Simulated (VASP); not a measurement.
MoS2:

```
Mo S
1.0
     3.19224    0.00000    0.00000
    -1.59612    2.76456    0.00000
     0.00000    0.00000   13.37829
Mo S
2 4
Direct
  0.66667 0.33333 0.25000
  0.33333 0.66667 0.75000
  0.66667 0.33333 0.63308
  0.33333 0.66667 0.36692
  0.66667 0.33333 0.86692
  0.33333 0.66667 0.13308
```

| Quantity | Value |
| --- | --- |
| Program | VASP 6.6.1 |
| Task | relaxation of cell and atoms |
| Functional | LDA |
| Potentials or basis | VASP PAW LDA potentials, release 64 (Mo_sv, S) |
| Cutoff | 600 eV |
| k mesh | 12 × 12 × 2 |
| Occupations | gaussian, width 0.02 eV |
| Spin | no spin polarisation |

At the start: pressure -7.1 GPa; volume 19.68 Å³/atom.

Question: Where does the relaxation end?

Answer: Over 24 steps the energy falls by 37.4 meV/atom and the volume is 17.01 Å³/atom (-13.6 %); space group P6_3/mmc (No. 194, to 0.1 Å) before and after.

The path:
```
step  energy change (eV)  largest force (eV/Å)  pressure (GPa)  volume (Å³)
   1              0.0000                0.5737           -7.10       118.07
   2              0.3987                2.4116           17.12       103.77
   3             -0.1309                0.2882           -0.53       113.03
   4             -0.1310                0.3113           -0.37       112.91
   5             -0.1462                0.0973           -0.20       111.80
   6             -0.1462                0.0841           -0.17       111.73
   7             -0.1503                0.0966           -0.09       111.29
   8             -0.1622                0.1365            0.22       109.95
   9             -0.1839                0.2268            0.93       107.27
  10             -0.2018                0.4399            3.06       101.96
  11             -0.2026                0.4329            3.03       101.91
  12             -0.2046                0.4135            2.92       101.77
  13             -0.2082                0.3740            2.73       101.50
  14             -0.2134                0.2955            2.36       100.94
  15             -0.2146                0.1387            1.71        99.83
  16             -0.2156                0.1980            1.95       100.24
  17             -0.2175                0.1765            1.72       100.46
  18             -0.2218                0.1126            1.06       101.12
  19             -0.2241                0.0151           -0.20       102.44
  20             -0.2243                0.0099            0.03       102.18
  21             -0.2243                0.0136            0.06       102.14
  22             -0.2243                0.0122            0.06       102.13
  23             -0.2243                0.0078            0.05       102.11
  24             -0.2243                0.0012            0.01       102.05
```

Final structure:
```
CELL_PARAMETERS angstrom
3.12362 0.00000 0.00000
-1.56181 2.70513 0.00000
0.00000 0.00000 12.07745
ATOMIC_POSITIONS crystal
Mo 0.66667 0.33333 0.25000
Mo 0.33333 0.66667 0.75000
S 0.66667 0.33333 0.62129
S 0.33333 0.66667 0.37871
S 0.66667 0.33333 0.87871
S 0.33333 0.66667 0.12129
```
